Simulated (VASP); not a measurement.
# BN (CsCl type) (Pm-3m) in VASP: notebook

BN (CsCl type) is run at these levels: PBE; tasks: single point, relaxation of cell and atoms.

All numbers are computed with VASP 6.6.1; they aren't measurements. Logs are shortened: lines on timing, memory, paths and dates and some standing lists are left out, and cuts for length are marked.

**1. The cell of the first run**

Symmetry: Pm-3m, No. 221, cubic system. The conventional cell has a = 2.084 Å, b = 2.084 Å, c = 2.084 Å, α = 90.00°, β = 90.00°, γ = 90.00°. B (site symmetry m-3m) has 8 N at 1.81 Å and 6 B at 2.08 Å within 2.4 Å. Within 2.4 Å of N (site symmetry m-3m) lie 8 B at 1.81 Å and 6 N at 2.08 Å.

**2. Single point, PBE**

INCAR

```
PREC = Accurate
ENCUT = 520
EDIFF = 1E-6
ISMEAR = -1
SIGMA = 0.05
LREAL = False
LASPH = True
NELM = 80
ALGO = Normal
ISIF = 2
LWAVE = False
LCHARG = False
GGA = PE
NBANDS = 11
```

KPOINTS

```
regular mesh
0
Gamma
  15 15 15
```

POSCAR

```
BN
1.0
    2.0842372809      0.0000000000      0.0000000000
    0.0000000000      2.0842372809      0.0000000000
    0.0000000000      0.0000000000      2.0842372809
B N
1 1
Direct
    0.0000000000      0.0000000000      0.0000000000
    0.5000000000      0.5000000000      0.5000000000
```

Potentials or basis: VASP PAW PBE potentials, release 64 (B, N).

On the command line:

```bash
cat potpaw_PBE.64/B/POTCAR potpaw_PBE.64/N/POTCAR > POTCAR
mpirun -np 1 vasp_std > vasp.out
```

OUTCAR:

```text
PREC = Accurate
   ENCUT = 520
   EDIFF = 1E-6
   ISMEAR = -1
   LREAL = False
   LASPH = True
   NELM = 80
   ISIF = 2
   GGA = PE

 ion  position               nearest neighbor table
   1  0.000  0.000  0.000-   2 1.81   2 1.81   2 1.81   2 1.81   2 1.81   2 1.81   2 1.81   2 1.81

   2  0.500  0.500  0.500-   1 1.81   1 1.81   1 1.81   1 1.81   1 1.81   1 1.81   1 1.81   1 1.81

  LATTYP: Found a simple cubic cell.
 ALAT       =     2.0842372809

  Lattice vectors:

 A1 = (   2.0842372809,   0.0000000000,   0.0000000000)
 A2 = (   0.0000000000,   2.0842372809,   0.0000000000)
 A3 = (   0.0000000000,   0.0000000000,   2.0842372809)

Analysis of symmetry for initial positions (statically):
=====================================================================
 Subroutine PRICEL returns:
 Original cell was already a primitive cell.

 Routine SETGRP: Setting up the symmetry group for a
 simple cubic supercell.

 Subroutine GETGRP returns: Found 48 space group operations
 (whereof 48 operations were pure point group operations)
 out of a pool of 48 trial point group operations.

The static configuration has the point symmetry O_h .

Analysis of symmetry for dynamics (positions and initial velocities):
=====================================================================
 Subroutine PRICEL returns:
 Original cell was already a primitive cell.

 Routine SETGRP: Setting up the symmetry group for a
 simple cubic supercell.

 Subroutine GETGRP returns: Found 48 space group operations
 (whereof 48 operations were pure point group operations)
 out of a pool of 48 trial point group operations.

The dynamic configuration has the point symmetry O_h .

 Subroutine INISYM returns: Found 48 space group operations
 (whereof 48 operations are pure point group operations),
 and found     1 'primitive' translations

----------------------------------------------------------------------------------------

                                     Primitive cell

  volume of cell :       9.0540

  direct lattice vectors                    reciprocal lattice vectors
     2.084237281  0.000000000  0.000000000     0.479791821  0.000000000  0.000000000
     0.000000000  2.084237281  0.000000000     0.000000000  0.479791821  0.000000000
     0.000000000  0.000000000  2.084237281     0.000000000  0.000000000  0.479791821

  length of vectors
     2.084237281  2.084237281  2.084237281     0.479791821  0.479791821  0.479791821

  position of ions in fractional coordinates (direct lattice)
     0.000000000  0.000000000  0.000000000
[... 81 lines left out ...]
   NSW    =      0    number of steps for IOM
   IBRION =     -1    ionic relax: 0-MD 1-quasi-New 2-CG
   NFREE  =      0    steps in history (QN), initial steepest desc. (CG)
   ISIF   =      2    stress and relaxation
   ISYM   =      2    0-nonsym 1-usesym 2-fastsym
   POTIM  = 0.5000    time-step for ionic-motion
   TEBEG  =    0.0;   TEEND  =   0.0 temperature during run
   PSTRESS=    0.0 pullay stress
   NELECT =       8.0000    total number of electrons
   NUPDOWN=      -1.0000    fix difference up-down
   EMIN   =  10.00;   EMAX   =-10.00  energy-range for DOS
   EFERMI =   0.00;   METHOD = LEGACY
   ISMEAR =    -1;   SIGMA  =   0.05  broadening in eV -4-tet -1-fermi 0-gaus
   EFERMI_NEDOS =   21; number of points for ismear=-14 and -15
   IALGO  =     38    algorithm
   IMIX   =      4    mixing-type and parameters
     AMIX     =   0.40;   BMIX     =  1.00
     AMIX_MAG =   1.60;   BMIX_MAG =  1.00
  volume/ion in A,a.u.               =       4.53        30.55
  Fermi-wavevector in a.u.,A,eV,Ry     =   1.570933  2.968633 33.576873  2.467831
  Thomas-Fermi vector in A             =   2.672592
   LORBIT       =      0    0 simple, 1 ext, 2 COOP (PROOUT), +10 PAW based schemes
   GGA     = PE    functional components
   LHFCALC =     F    Hartree Fock is set to
   AEXX    =    0.0000 exact exchange contribution
   IVDW    =     0    specifies the selected vdW correction
   LEPSILON=     F    determine dielectric tensor
   LRPA    =     F    only Hartree local field effects (RPA)
 non-spin polarized calculation
  energy-cutoff  :      520.00
  volume of cell :        9.05
 maximum number of plane-waves:       265
 NGX is ok and might be reduce to    16
   NGX =  7   NGY =  7   NGZ =  7

 number of electron       7.9999999 magnetization

 Free energy of the ion-electron system (eV)
  ---------------------------------------------------
  ext. energy  EPLUGINS =         0.00000000
  ---------------------------------------------------
  free energy    TOTEN  =        -8.78423453 eV

  energy without entropy =       -8.77994335  energy(sigma->0) =       -8.78208894

 E-fermi :  13.8917     XC(G=0): -14.7842

 val. band max:       13.8142113171   @ k =   0.4000   0.3333   0.0000
 cond. band min:      13.9229308549   @ k =   0.4667   0.3333   0.1333
 fundamental gap:      0.1087195377
 Fermi energy:        13.8917442379

 k-point     1 :       0.0000    0.0000    0.0000
  band No.  band energies     occupation
      1     -11.9739      2.00000
      2      10.9541      2.00000
      3      10.9541      2.00000
      4      10.9541      2.00000
      5      20.2472      0.00000
      6      26.4075      0.00000
      7      26.4075      0.00000
      8      28.8331      0.00000
      9      28.8331      0.00000
     10      28.8331      0.00000
     11      54.9571      0.00000
[... 309 lines left out ...]
 k-point    24 :       0.3333    0.2000    0.0000
  band No.  band energies     occupation
      1      -8.0553      2.00000
      2       1.9570      2.00000
      3       8.4456      2.00000
      4      14.0622      0.06406
      5      19.3656      0.00000
      6      23.0009      0.00000
      7      24.6924      0.00000
      8      26.2029      0.00000
      9      35.5046      0.00000
     10      43.0449      0.00000
     11      44.7161      0.00000

 [... further k-points ...]
[... 5 lines left out ...]
  --------------------------------------------------------------------------------------
  -------------------------------------------------------------------------------------
  Total        8.4772799      8.4772799      8.4772799     -0.0000000      0.0000000      0.0000000
  in kB     1500.1186945   1500.1186945   1500.1186945     -0.0000000      0.0000000      0.0000000
  external PRESSURE =    1500.1186945 kB  Pullay stress =       0.0000000 kB

 VOLUME and BASIS-vectors are now :
 -----------------------------------------------------------------------------
  energy-cutoff  :      520.00
  volume of cell :        9.05
      direct lattice vectors                 reciprocal lattice vectors
     2.084237281  0.000000000  0.000000000     0.479791821  0.000000000  0.000000000
     0.000000000  2.084237281  0.000000000     0.000000000  0.479791821  0.000000000
     0.000000000  0.000000000  2.084237281     0.000000000  0.000000000  0.479791821

 POSITION                                       TOTAL-FORCE (eV/Angst)
 -----------------------------------------------------------------------------------
      0.00000      0.00000      0.00000         0.000000      0.000000      0.000000
      1.04212      1.04212      1.04212         0.000000      0.000000      0.000000
 -----------------------------------------------------------------------------------
    total drift:                                0.000000      0.000000      0.000000

  FREE ENERGIE OF THE ION-ELECTRON SYSTEM (eV)
  ---------------------------------------------------
  free  energy   TOTEN  =        -8.7842345251 eV

  energy  without entropy=       -8.7799433546  energy(sigma->0) =       -8.78208894
```

OSZICAR:

```text
N       E                     dE             d eps       ncg     rms          rms(c)
DAV:   1     0.162486568196E+02    0.16249E+02   -0.52069E+03  2731   0.747E+02
DAV:   2    -0.875817756106E+01   -0.25007E+02   -0.23587E+02  3218   0.158E+02
DAV:   3    -0.922483578630E+01   -0.46666E+00   -0.46317E+00  3198   0.173E+01
DAV:   4    -0.922522923668E+01   -0.39345E-03   -0.39344E-03  2868   0.507E-01
DAV:   5    -0.922522937313E+01   -0.13645E-06   -0.13626E-06  3039   0.995E-03    0.572E+00
DAV:   6    -0.879889194499E+01    0.42634E+00   -0.28840E+00  2835   0.854E+00    0.239E+00
DAV:   7    -0.878459835510E+01    0.14294E-01   -0.84403E-02  2904   0.214E+00    0.157E+00
DAV:   8    -0.878599936810E+01   -0.14010E-02   -0.22123E-02  2880   0.826E-01    0.343E-01
DAV:   9    -0.878422837847E+01    0.17710E-02   -0.72742E-03  2949   0.491E-01    0.489E-02
DAV:  10    -0.878423811250E+01   -0.97340E-05   -0.63612E-05  3060   0.764E-02    0.184E-02
DAV:  11    -0.878423500351E+01    0.31090E-05   -0.34221E-05  3003   0.301E-02    0.727E-03
DAV:  12    -0.878423452508E+01    0.47843E-06   -0.10227E-06  1539   0.821E-03
   1 F= -.87842345E+01 E0= -.87820889E+01  d E =-.429117E-02
```

stdout:

```text
POSCAR found type information on POSCAR B N
 POSCAR found :  2 types and       2 ions
 scaLAPACK will be used
 LDA part: xc-table for (Slater+PW92), standard interpolation
 POSCAR, INCAR and KPOINTS ok, starting setup
 FFT: planning ... GRIDC
 FFT: planning ... GRID_SOFT
 FFT: planning ... GRID
 WAVECAR not read
 entering main loop
```

Wall time 3.7 s (1 thread of Intel Xeon 6975P-C (Granite Rapids), shared host); peak memory 0.11 GiB.

Results:

```yaml
Free_energy: -8.7842 eV
Pressure: 150.0 GPa
Band_gap_on_the_k_mesh: zero (band 4 reaches 15.10 eV, above the bottom of band 5 at 11.18 eV)
```

**3. Relaxation of cell and atoms, PBE, target pressure 150 GPa, at which the enthalpy is minimised**

This run uses another cell than the first one, of 4.01 Å³/atom, 0.886 times its volume.

INCAR

```
  ALGO = Normal
  EDIFF = 1E-7
  EDIFFG = -0.005
  ENCUT = 600
  GGA = PE
  IBRION = 2
  ISIF = 3
  ISMEAR = -1
  LASPH = True
  LCHARG = False
  LREAL = False
  LWAVE = False
  NELM = 60
  NSW = 60
  PREC = Accurate
  PSTRESS = 1500.0
  SIGMA = 0.05
```

KPOINTS

```
k-points
0
Gamma
  15 15 15
```

POSCAR

```
BN
1.0
    2.0019352885      0.0000000000      0.0000000000
    0.0000000000      2.0019352885      0.0000000000
    0.0000000000      0.0000000000      2.0019352885
B N
1 1
Direct
    0.0000000000      0.0000000000      0.0000000000
    0.5000000000      0.5000000000      0.5000000000
```

Potentials or basis: VASP PAW PBE potentials, release 64 (B, N).

On the command line:

```bash
cat potpaw_PBE.64/B/POTCAR potpaw_PBE.64/N/POTCAR > POTCAR
mpirun -np 1 vasp_std > vasp.out
```

Run time: 14 s. Hardware: 1 thread of Intel Xeon 6975P-C (Granite Rapids), shared host; peak memory 0.11 GiB.

It converged, with:

```yaml
Free_energy: -8.7856 eV
Relaxed_volume: 4.53 Å³/atom
Relaxed_cell: a = 2.084 Å, b = 2.084 Å, c = 2.084 Å, α = 90.00°, β = 90.00°, γ = 90.00°
Space_group_after_relaxing_to_0.05_Å: Pm-3m (No. 221)
Energy_change_on_relaxing_the_enthalpy_is_what_falls: -648.9 meV/atom
Ionic_steps: 17
Pressure_after_relaxing: 149.9 GPa
Band_gap_on_the_k_mesh: zero (band 4 reaches 15.10 eV, above the bottom of band 5 at 11.18 eV)
```

Step by step:
```
step  energy change (eV)  largest force (eV/Å)  pressure (GPa)  volume (Å³)
   1              0.0000                0.0000          262.06         8.02
   2             -2.4815                0.0000           16.28        11.74
   3             -1.3885                0.0000          141.64         9.16
   4             -1.3047                0.0000          149.28         9.06
   5             -1.2844                0.0000          151.12         9.04
   6             -1.2848                0.0000          151.09         9.04
   7             -1.2859                0.0000          150.99         9.04
   8             -1.2859                0.0000          150.98         9.04
   9             -1.2859                0.0000          150.98         9.04
  10             -1.2860                0.0000          150.97         9.04
  11             -1.2861                0.0000          150.97         9.04
  12             -1.2863                0.0000          150.95         9.04
  13             -1.2866                0.0000          150.92         9.04
  14             -1.2874                0.0000          150.85         9.04
  15             -1.2889                0.0000          150.72         9.05
  16             -1.2918                0.0000          150.46         9.05
  17             -1.2978                0.0000          149.91         9.06
```

Final structure:
```
B N
1.0
     2.08434    0.00000    0.00000
     0.00000    2.08434    0.00000
     0.00000    0.00000    2.08434
B N
1 1
Direct
  0.00000 0.00000 0.00000
  0.50000 0.50000 0.50000
```

Levels at points of the mesh, in eV from the Fermi level:
| k point | band 2 | band 3 | band 4 | band 5 | band 6 | band 7 |
| --- | --- | --- | --- | --- | --- | --- |
| (0.00, 0.00, 0.00) | -2.94 | -2.94 | -2.94 | 6.35 | 12.52 | 12.52 |

Caveat: the cell is relaxed towards a set pressure, so the enthalpy falls and the energy may rise.

**4. Relaxation of cell and atoms, PBE, target pressure 150 GPa, at which the enthalpy is minimised**

INCAR

```
PREC = Accurate
ENCUT = 600
EDIFF = 1E-6
ISMEAR = -1
SIGMA = 0.05
LREAL = F
LASPH = T
NELM = 100
ALGO = Normal
ISIF = 3
LWAVE = F
LCHARG = F
GGA = PE
IBRION = 2
NSW = 32
EDIFFG = -0.005
PSTRESS = 1500.0
```

KPOINTS

```
Automatic mesh
0
Gamma
  15 15 15
```

POSCAR

```
BN
1.0
    2.0842372809      0.0000000000      0.0000000000
    0.0000000000      2.0842372809      0.0000000000
    0.0000000000      0.0000000000      2.0842372809
B N
1 1
Direct
    0.0000000000      0.0000000000      0.0000000000
    0.5000000000      0.5000000000      0.5000000000
```

On the command line:

```bash
cat potpaw_PBE.64/B/POTCAR potpaw_PBE.64/N/POTCAR > POTCAR
mpirun -np 1 vasp_std > vasp.out
```

It took 6.4 s on 1 thread of Intel Xeon 6975P-C (Granite Rapids), shared host; peak memory 0.11 GiB.

The run converged. Its results:

```yaml
Free_energy: -8.7861 eV
Relaxed_volume: 4.53 Å³/atom
Relaxed_cell: a = 2.084 Å, b = 2.084 Å, c = 2.084 Å, α = 90.00°, β = 90.00°, γ = 90.00°
Space_group_after_relaxing_to_0.05_Å: Pm-3m (No. 221)
Energy_change_on_relaxing_the_enthalpy_is_what_falls: +1.1 meV/atom
Ionic_steps: 3
Pressure_after_relaxing: 150.1 GPa
Band_gap_on_the_k_mesh: zero (band 4 reaches 15.10 eV, above the bottom of band 5 at 11.19 eV)
```

Step by step:
| step | energy change (eV) | largest force (eV/Å) | pressure (GPa) | volume (Å³) |
| --- | --- | --- | --- | --- |
| 1 | 0.0000 | 0.0000 | 149.79 | 9.05 |
| 2 | 0.0074 | 0.0000 | 150.49 | 9.05 |
| 3 | 0.0023 | 0.0000 | 150.07 | 9.05 |

Final structure:
```xyz
2
Lattice="2.0841 0.0000 0.0000 0.0000 2.0841 0.0000 0.0000 0.0000 2.0841" Properties=species:S:1:pos:R:3 pbc="T T T"
B     0.0000    0.0000    0.0000
N     1.0420    1.0420    1.0420
```

Levels at points of the mesh, in eV from the Fermi level:
| k point | band 1 | band 2 | band 3 | band 4 | band 5 | band 6 | band 7 | band 8 |
| --- | --- | --- | --- | --- | --- | --- | --- | --- |
| (0.00, 0.00, 0.00) | -25.87 | -2.94 | -2.94 | -2.94 | 6.36 | 12.51 | 12.51 | 14.94 |

Caveat: the cell is relaxed towards a set pressure, so the enthalpy falls and the energy may rise.

**5. The runs side by side**

| task | cell | cutoff (eV) | gap on the mesh (eV) | pressure (GPa) |
| --- | --- | --- | --- | --- |
| single point | a = 2.084 Å, 2 atoms | 520 | none | 150.0 |
| relaxation of cell and atoms | relaxed to 150 GPa from a = 2.002 Å, 2 atoms | 600 | none | 149.9 |
| relaxation of cell and atoms | relaxed to 150 GPa from a = 2.084 Å, 2 atoms | 600 | none | 150.1 |

Alike in all rows: level PBE; potentials or basis VASP PAW PBE potentials, release 64 (B, N); no spin polarisation; k mesh 15 × 15 × 15; smearing fermi-dirac 0.05 eV.

Caveats: the cell is relaxed towards a set pressure, so the enthalpy falls and the energy may rise (some runs).

Absolute energies hang on the potentials; compare differences alone.
